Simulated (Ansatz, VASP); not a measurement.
# LiGeH3 in VASP and in Ansatz

Contents of INCAR:

```
  ALGO = Normal
  EDIFF = 1E-6
  EDIFFG = -0.04
  ENCUT = 600
  GGA = PE
  IBRION = 2
  ISIF = 3
  ISMEAR = 0
  LASPH = True
  LCHARG = False
  LREAL = False
  LWAVE = False
  NELM = 60
  NSW = 90
  PREC = Accurate
  SIGMA = 0.1
```

File KPOINTS:

```
k-points
0
Gamma
  4 4 4
```

The input POSCAR:

```
LiGeH3
1.0
    3.7476156800      0.0000000000      0.0000000000
    0.0000000000      3.7476156800      0.0000000000
    0.0000000000      0.0000000000      3.7476156800
Li Ge H
1 1 3
Direct
    0.5000000000      0.5000000000      0.5000000000
    0.0000000000      0.0000000000      0.0000000000
    0.0000000000      0.5000000000      0.5000000000
    0.5000000000      0.5000000000      0.0000000000
    0.5000000000      0.0000000000      0.5000000000
```

Input for Ansatz:

```yaml
crystal:
  lattice:
    - [3.74761568, 0.0, 0.0]
    - [0.0, 3.74761568, 0.0]
    - [0.0, 0.0, 3.74761568]
  atoms:
    - { symbol: Li, position: [0.5, 0.5, 0.5] }
    - { symbol: Ge, position: [0.0, 0.0, 0.0] }
    - { symbol: H, position: [0.0, 0.5, 0.5] }
    - { symbol: H, position: [0.5, 0.5, 0.0] }
    - { symbol: H, position: [0.5, 0.0, 0.5] }
basis:
  ecutwfc: 420
kpoints:
  mp_grid: { grid: [4, 4, 4] }
hamiltonian:
  xc: pbe
scf:
  occupations: { method: gaussian, width: 0.1 }
  lower_state_search: "off"
output:
  forces: true
  stress: true
  eigenvalues: true
relax:
  adjacent_minimum: "off"
  f_tol: 0.04
  max_steps: 70
  cell: { stress_tol: 0.4 }
```

Change from the starting cell: species swapped into the Fe3RhN type (Pm-3m, No. 221).

Alike in both runs: task relaxation of cell and atoms; functional PBE; k mesh 4 × 4 × 4; occupations gaussian, width 0.1 eV; no spin polarisation.

|  | VASP | Ansatz |
| --- | --- | --- |
| version | VASP 6.6.1 | Ansatz 0.2.0 |
| potentials or method | VASP PAW PBE potentials, release 64 (Li_sv, Ge_d, H), cutoff 600 eV | scalar-relativistic, plane waves, PAW |
| valence electrons in the cell | 20 | 20 |

|  | VASP | Ansatz | Ansatz less VASP |
| --- | --- | --- | --- |
| gap on the k mesh at the Fermi level, each at its own relaxed structure (eV) | none | none | - |
| relaxed volume (Å³/atom) | 8.85 | 8.82 | -0.031 |
| relaxed length of the cell vector where the two differ most in proportion (Å) | 3.537 | 3.533 | -0.0041 |

A gap of «none» marks a metal or a gap that the smearing closes.

The k mesh is coarse, so the values compare programs but aren't converged. Noted on VASP's run: the cutoff is under 1.25 times that of the potentials, so the pressure is a little rough; the volume moved by over 15 % at a fixed basis, so the end points are rough.
